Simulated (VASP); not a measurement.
# LiCl (Immm) in VASP: further runs

The runs below take LiCl through single point, with PBE.

Program: VASP 6.6.1. These are calculated values, not measurements. Logs are shortened: lines on timing, memory, paths and dates and some standing lists are left out, and cuts for length are marked.

## Step 1: The cell of the first run

Symmetry: Immm, No. 71, orthorhombic system. The conventional cell has a = 3.555 Å, b = 3.700 Å, c = 5.130 Å, α = 90.00°, β = 90.00°, γ = 90.00°. Li (site symmetry mmm) has 6 Cl at 2.56 to 2.57 Å within 3.4 Å. Within 3.4 Å of Cl (site symmetry mmm) lie 6 Li at 2.56 to 2.57 Å.

## Step 2: Single point, PBE (strain -0.0400 x Voigt [0, 0, 0, 0, 1, 0])

File INCAR:

```
SYSTEM = LiCl
ALGO     = Normal         ! electronic algorithm
EDIFF    = 1E-6           ! SCF threshold, eV
ENCUT    = 520            ! plane-wave cutoff, eV
GGA      = PE             ! functional
ISIF     = 2              ! what is computed and relaxed
ISMEAR   = 0              ! smearing method
LASPH    = .True.         ! aspherical terms in the spheres
LCHARG   = .False.        ! write CHGCAR
LREAL    = .False.        ! projectors in reciprocal space
LWAVE    = .False.        ! write WAVECAR
NBANDS   = 12             ! bands
NELM     = 80             ! most SCF steps
PREC     = Accurate       ! precision mode
SIGMA    = 0.05           ! smearing width, eV
```

File KPOINTS:

```
k-points
0
Gamma
  8 8 8
  0 0 0
```

File POSCAR:

```
LiCl
1.0
   -0.0512952000      2.5647600000      2.5647600000
    2.5134648000      0.0000000000      2.5134648000
    2.5647600000      2.5647600000     -0.0512952000
Li Cl
1 1
Direct
    0.0000000000      0.0000000000      0.0000000000
    0.5000000000      0.5000000000      0.5000000000
```

Potentials or basis: VASP PAW PBE potentials, release 64 (Li_sv, Cl).

Launch:

```
$ cat potpaw_PBE.64/Li_sv/POTCAR potpaw_PBE.64/Cl/POTCAR > POTCAR
$ mpirun -np 1 vasp_std > vasp.out
```

OUTCAR:

```text
SYSTEM = LiCl
   EDIFF = 1E-6
   ENCUT = 520
   GGA = PE
   ISIF = 2
   ISMEAR = 0
   LASPH = .True.
   LREAL = .False.
   NELM = 80
   PREC = Accurate

 ion  position               nearest neighbor table
   1  0.000  0.000  0.000-   2 2.56   2 2.56   2 2.57   2 2.57   2 2.57   2 2.57
   2  0.500  0.500  0.500-   1 2.56   1 2.56   1 2.57   1 2.57   1 2.57   1 2.57

  LATTYP: Found a body centered orthorhombic cell.
 ALAT       =     3.5545760087
 B/A-ratio  =     1.0408163265
 C/A-ratio  =     1.4430750636

  Lattice vectors:

 A1 = (   2.5647600000,  -2.5647600000,  -0.0512952000)
 A2 = (  -2.5647600000,  -2.5647600000,   0.0512952000)
 A3 = (   0.0512952000,   2.5647600000,  -2.5647600000)

Analysis of symmetry for initial positions (statically):
=====================================================================
 Subroutine PRICEL returns:
 Original cell was already a primitive cell.

 Routine SETGRP: Setting up the symmetry group for a
 body centered orthorhombic supercell.

 Subroutine GETGRP returns: Found  8 space group operations
 (whereof  8 operations were pure point group operations)
 out of a pool of  8 trial point group operations.

The static configuration has the point symmetry D_2h.

Analysis of symmetry for dynamics (positions and initial velocities):
=====================================================================
 Subroutine PRICEL returns:
 Original cell was already a primitive cell.

 Routine SETGRP: Setting up the symmetry group for a
 body centered orthorhombic supercell.

 Subroutine GETGRP returns: Found  8 space group operations
 (whereof  8 operations were pure point group operations)
 out of a pool of  8 trial point group operations.

The dynamic configuration has the point symmetry D_2h.

 Subroutine INISYM returns: Found  8 space group operations
 (whereof  8 operations are pure point group operations),
 and found     1 'primitive' translations

----------------------------------------------------------------------------------------

                                     Primitive cell

  volume of cell :      33.7285

  direct lattice vectors                    reciprocal lattice vectors
    -0.051295200  2.564760000  2.564760000    -0.191127466  0.194950015  0.191127466
     2.513464800  0.000000000  2.513464800     0.198928587 -0.194950015  0.198928587
     2.564760000  2.564760000 -0.051295200     0.191127466  0.194950015 -0.191127466

  length of vectors
     3.627481070  3.554576009  3.627481070     0.333264046  0.342272805  0.333264046

  position of ions in fractional coordinates (direct lattice)
     0.000000000  0.000000000  0.000000000
     0.500000000  0.500000000  0.500000000

  ion indices of the primitive-cell ions
   primitive index   ion index
                 1           1
                 2           2

----------------------------------------------------------------------------------------

 KPOINTS: k-points

Automatic generation of k-mesh.
 Grid dimensions read from file:
 generate k-points for:    8    8    8

 Generating k-lattice:

  Cartesian coordinates                     Fractional coordinates (reciprocal lattice)
    -0.023890933  0.024368752  0.023890933     0.125000000  0.000000000  0.000000000
     0.024866073 -0.024368752  0.024866073     0.000000000  0.125000000  0.000000000
     0.023890933  0.024368752 -0.023890933     0.000000000  0.000000000  0.125000000

  Length of vectors
     0.041658006  0.042784101  0.041658006

  Shift w.r.t. Gamma in fractional coordinates (k-lattice)
     0.000000000  0.000000000  0.000000000

 Subroutine IBZKPT returns following result:
 ===========================================

 Found     95 irreducible k-points:

 Following reciprocal coordinates:
            Coordinates               Weight
  0.000000  0.000000  0.000000      1.000000
  0.125000  0.000000  0.000000      4.000000
  0.250000  0.000000  0.000000      4.000000
  0.375000  0.000000  0.000000      4.000000
  0.500000  0.000000  0.000000      2.000000
  0.000000  0.125000 -0.000000      4.000000
[... 16 lines left out ...]
  0.125000  0.375000  0.000000      8.000000
  0.250000  0.375000  0.000000      8.000000
 [... further k-points ...]
   k-points           NKPTS =     95   k-points in BZ     NKDIM =     95   number of bands    NBANDS=     12
   number of dos      NEDOS =    301   number of ions     NIONS =      2
   total plane-waves  NPLWV =  21952
   dimension x,y,z NGX =    28 NGY =   28 NGZ =   28
   dimension x,y,z NGXF=    56 NGYF=   56 NGZF=   56
   ions per type =               1   1
   NGX,Y,Z   is equivalent  to a cutoff of  12.83, 13.10, 12.83 a.u.
   NGXF,Y,Z  is equivalent  to a cutoff of  25.66, 26.19, 25.66 a.u.
 SYSTEM =  LiCl
   PREC   = accura    normal or accurate (medium, high low for compatibility)
   ISTART =      0    job   : 0-new  1-cont  2-samecut
   ICHARG =      2    charge: 1-file 2-atom 10-const
   ISPIN  =      1    spin polarized calculation?
   LNONCOLLINEAR =      F non collinear calculations
   LSORBIT =      F    spin-orbit coupling
   LASPH  =      T    aspherical Exc in radial PAW
   ENCUT  =  520.0 eV  38.22 Ry    6.18 a.u.   6.74  6.61  6.74*2*pi/ulx,y,z
   NELM   =     80;   NELMIN=  2; NELMDL= -5     # of ELM steps
   EDIFF  = 0.1E-05   stopping-criterion for ELM
   LREAL  =      F    real-space projection
   EDIFFG = 0.1E-04   stopping-criterion for IOM
   NSW    =      0    number of steps for IOM
   IBRION =     -1    ionic relax: 0-MD 1-quasi-New 2-CG
   NFREE  =      0    steps in history (QN), initial steepest desc. (CG)
   ISIF   =      2    stress and relaxation
   ISYM   =      2    0-nonsym 1-usesym 2-fastsym
   POTIM  = 0.5000    time-step for ionic-motion
   TEBEG  =    0.0;   TEEND  =   0.0 temperature during run
   PSTRESS=    0.0 pullay stress
   NELECT =      10.0000    total number of electrons
   NUPDOWN=      -1.0000    fix difference up-down
   EMIN   =  10.00;   EMAX   =-10.00  energy-range for DOS
   EFERMI =   0.00;   METHOD = LEGACY
   ISMEAR =     0;   SIGMA  =   0.05  broadening in eV -4-tet -1-fermi 0-gaus
   EFERMI_NEDOS =   21; number of points for ismear=-14 and -15
   IALGO  =     38    algorithm
   IMIX   =      4    mixing-type and parameters
     AMIX     =   0.40;   BMIX     =  1.00
     AMIX_MAG =   1.60;   BMIX_MAG =  1.00
  volume/ion in A,a.u.               =      16.86       113.81
  Fermi-wavevector in a.u.,A,eV,Ry     =   1.091631  2.062884 16.213506  1.191659
  Thomas-Fermi vector in A             =   2.227881
   LORBIT       =      0    0 simple, 1 ext, 2 COOP (PROOUT), +10 PAW based schemes
   GGA     = PE    functional components
   LHFCALC =     F    Hartree Fock is set to
   AEXX    =    0.0000 exact exchange contribution
   IVDW    =     0    specifies the selected vdW correction
   LEPSILON=     F    determine dielectric tensor
   LRPA    =     F    only Hartree local field effects (RPA)
 non-spin polarized calculation
 Gauss-broadening in eV      SIGMA  =   0.05
  energy-cutoff  :      520.00
  volume of cell :       33.73
 maximum number of plane-waves:       922
   NGX = 13   NGY = 13   NGZ = 13

 number of electron      10.0000003 magnetization

 Free energy of the ion-electron system (eV)
  ---------------------------------------------------
  ext. energy  EPLUGINS =         0.00000000
  ---------------------------------------------------
  free energy    TOTEN  =        -7.38143022 eV

  energy without entropy =       -7.38143022  energy(sigma->0) =       -7.38143022

 E-fermi :   0.9545     XC(G=0):  -8.7326

 val. band max:        0.7093923161   @ k =   0.0000   0.0000   0.0000
 cond. band min:       6.9181247313   @ k =   0.0000   0.0000   0.0000
 fundamental gap:      6.2087324152
 Fermi energy:         0.9544835429

 k-point     1 :       0.0000    0.0000    0.0000
  band No.  band energies     occupation
      1     -42.9423      2.00000
      2     -12.8136      2.00000
      3       0.4689      2.00000
      4       0.5805      2.00000
      5       0.7094      2.00000
      6       6.9181      0.00000
      7      12.2006      0.00000
      8      12.5326      0.00000
      9      12.8608      0.00000
     10      15.0514      0.00000
     11      15.0832      0.00000
     12      15.2176      0.00000

 k-point     2 :       0.1250    0.0000    0.0000
  band No.  band energies     occupation
      1     -42.9419      2.00000
      2     -12.7421      2.00000
      3      -0.0117      2.00000
      4       0.5135      2.00000
      5       0.6672      2.00000
      6       7.3829      0.00000
      7      11.5835      0.00000
      8      12.3551      0.00000
      9      12.6771      0.00000
     10      13.6497      0.00000
     11      13.8970      0.00000
     12      15.5986      0.00000

 k-point     3 :       0.2500    0.0000    0.0000
  band No.  band energies     occupation
      1     -42.9411      2.00000
      2     -12.5602      2.00000
      3      -1.0423      2.00000
      4       0.4378      2.00000
      5       0.5700      2.00000
      6       7.8444      0.00000
      7      11.2603      0.00000
      8      11.4605      0.00000
      9      11.5087      0.00000
     10      14.3842      0.00000
     11      14.8112      0.00000
     12      16.2241      0.00000

 k-point     4 :       0.3750    0.0000    0.0000
  band No.  band energies     occupation
      1     -42.9401      2.00000
      2     -12.3632      2.00000
      3      -1.9149      2.00000
      4       0.3704      2.00000
      5       0.4790      2.00000
      6       7.6072      0.00000
      7      10.4045      0.00000
      8      10.6560      0.00000
      9      12.6086      0.00000
     10      16.0329      0.00000
     11      16.5430      0.00000
     12      16.9352      0.00000

 k-point     5 :       0.5000    0.0000    0.0000
  band No.  band energies     occupation
      1     -42.9398      2.00000
      2     -12.2765      2.00000
      3      -2.2489      2.00000
      4       0.3442      2.00000
      5       0.4430      2.00000
      6       7.4343      0.00000
      7      10.1032      0.00000
      8      10.3633      0.00000
      9      13.3921      0.00000
     10      17.2848      0.00000
     11      17.6121      0.00000
     12      17.8898      0.00000
[... 228 lines left out ...]
      1     -42.9403      2.00000
      2     -12.4070      2.00000
      3      -1.2695      2.00000
      4      -0.1541      2.00000
      5       0.4639      2.00000
      6       8.2116      0.00000
      7      10.7079      0.00000
      8      10.7693      0.00000
      9      11.7265      0.00000
     10      14.3467      0.00000
     11      16.3444      0.00000
     12      17.0039      0.00000

 k-point    22 :       0.0000    0.3750    0.0000
  band No.  band energies     occupation
      1     -42.9398      2.00000
      2     -12.3065      2.00000
      3      -1.8585      2.00000
      4       0.2608      2.00000
      5       0.3516      2.00000
      6       7.4455      0.00000
      7      10.1505      0.00000
      8      10.3909      0.00000
      9      12.8970      0.00000
     10      16.0906      0.00000
     11      16.4983      0.00000
     12      16.7958      0.00000

 k-point    23 :       0.1250    0.3750    0.0000
  band No.  band energies     occupation
      1     -42.9399      2.00000
      2     -12.3216      2.00000
      3      -1.5965      2.00000
      4       0.0678      2.00000
      5       0.1460      2.00000
      6       8.1645      0.00000
      7      10.0109      0.00000
      8      11.1945      0.00000
      9      11.6943      0.00000
     10      14.7497      0.00000
     11      16.9546      0.00000
     12      17.5627      0.00000

 k-point    24 :       0.2500    0.3750    0.0000
  band No.  band energies     occupation
      1     -42.9396      2.00000
      2     -12.2530      2.00000
      3      -1.5476      2.00000
      4      -0.2735      2.00000
      5      -0.1610      2.00000
      6       9.0659      0.00000
      7       9.8522      0.00000
      8      10.4874      0.00000
      9      12.6970      0.00000
     10      14.1290      0.00000
     11      17.3816      0.00000
     12      18.9558      0.00000

 [... further k-points ...]
[... 5 lines left out ...]
  --------------------------------------------------------------------------------------
  -------------------------------------------------------------------------------------
  Total        0.0709722      0.0543631      0.0709722      0.0000000      0.0000000      0.2148994
  in kB        3.3713394      2.5823679      3.3713394      0.0000000      0.0000000     10.2082051
  external PRESSURE =       3.1083489 kB  Pullay stress =       0.0000000 kB

 VOLUME and BASIS-vectors are now :
 -----------------------------------------------------------------------------
  energy-cutoff  :      520.00
  volume of cell :       33.73
      direct lattice vectors                 reciprocal lattice vectors
    -0.051295200  2.564760000  2.564760000    -0.191127466  0.194950015  0.191127466
     2.513464800  0.000000000  2.513464800     0.198928587 -0.194950015  0.198928587
     2.564760000  2.564760000 -0.051295200     0.191127466  0.194950015 -0.191127466

 POSITION                                       TOTAL-FORCE (eV/Angst)
 -----------------------------------------------------------------------------------
      0.00000      0.00000      0.00000        -0.000000     -0.000000      0.000000
      2.51346      2.56476      2.51346         0.000000      0.000000     -0.000000
 -----------------------------------------------------------------------------------
    total drift:                                0.000000      0.000000      0.000000

  FREE ENERGIE OF THE ION-ELECTRON SYSTEM (eV)
  ---------------------------------------------------
  free  energy   TOTEN  =        -7.3814302190 eV

  energy  without entropy=       -7.3814302190  energy(sigma->0) =       -7.38143022
```

Run time: 40 s. Hardware: 1 thread of AMD EPYC 7R43 (Zen 3), shared host; peak memory 0.13 GiB.

What came out:

```
Free energy            : -7.3814 eV
Band gap on the k mesh : 6.21 eV, direct
```

Caveat: the cell differs from its parent crystal (strain -0.0400 x Voigt [0, 0, 0, 0, 1, 0]); the cutoff is under 1.25 times the usual one of these potentials, so pressure, stress and relaxed cells hold a basis-set (Pulay) error.

## Step 3: Single point, PBE (strain +0.0300 x Voigt [0, 0, 0, 0, 1, 0])

File INCAR:

```
PREC = Accurate ; ENCUT = 520
EDIFF = 1E-6 ; ISMEAR = 0
SIGMA = 0.05 ; LREAL = F
LASPH = T ; NELM = 80
ALGO = Normal ; ISIF = 2
LWAVE = F ; LCHARG = F
GGA = PE ; NBANDS = 12
```

File KPOINTS:

```
regular mesh
0
Gamma
  8 8 8
```

File POSCAR:

```
LiCl
1.0
    0.0384714000      2.5647600000      2.5647600000
    2.6032314000      0.0000000000      2.6032314000
    2.5647600000      2.5647600000      0.0384714000
Li Cl
1 1
Direct
    0.0000000000      0.0000000000      0.0000000000
    0.5000000000      0.5000000000      0.5000000000
```

Potentials or basis: VASP PAW PBE potentials, release 64 (Li_sv, Cl).

Launch:

```
$ cat potpaw_PBE.64/Li_sv/POTCAR potpaw_PBE.64/Cl/POTCAR > POTCAR
$ mpirun -np 1 vasp_std > vasp.out
```

Run time: 40 s. Hardware: 1 thread of AMD EPYC 7R43 (Zen 3), shared host; peak memory 0.13 GiB.

Results (log left out):

* Free energy: -7.3833 eV
* Band gap on the k mesh: 6.24 eV, direct

Levels at points of the mesh, in eV from the valence-band top:
```tsv
k point	band 2	band 3	band 4	band 5	band 6	band 7	band 8	band 9
(0.00, 0.00, 0.00)	-13.49	-0.18	-0.10	0.00	6.24	11.60	11.85	12.10
(0.50, 0.00, 0.00)	-12.89	-2.89	-0.42	-0.36	6.59	9.21	9.40	13.00
(0.00, 0.50, 0.00)	-12.95	-2.92	-0.34	-0.26	6.74	9.42	9.61	12.76
(0.50, 0.50, 0.00)	-12.67	-2.99	-1.19	-1.19	7.79	8.20	12.31	14.03
(0.50, 0.00, 0.50)	-12.68	-2.99	-1.33	-1.06	7.74	8.26	12.34	13.96
```

Caveat: the cell differs from its parent crystal (strain +0.0300 x Voigt [0, 0, 0, 0, 1, 0]); the cutoff is under 1.25 times the usual one of these potentials, so pressure, stress and relaxed cells hold a basis-set (Pulay) error.

(Continued in part 2 of 2.)
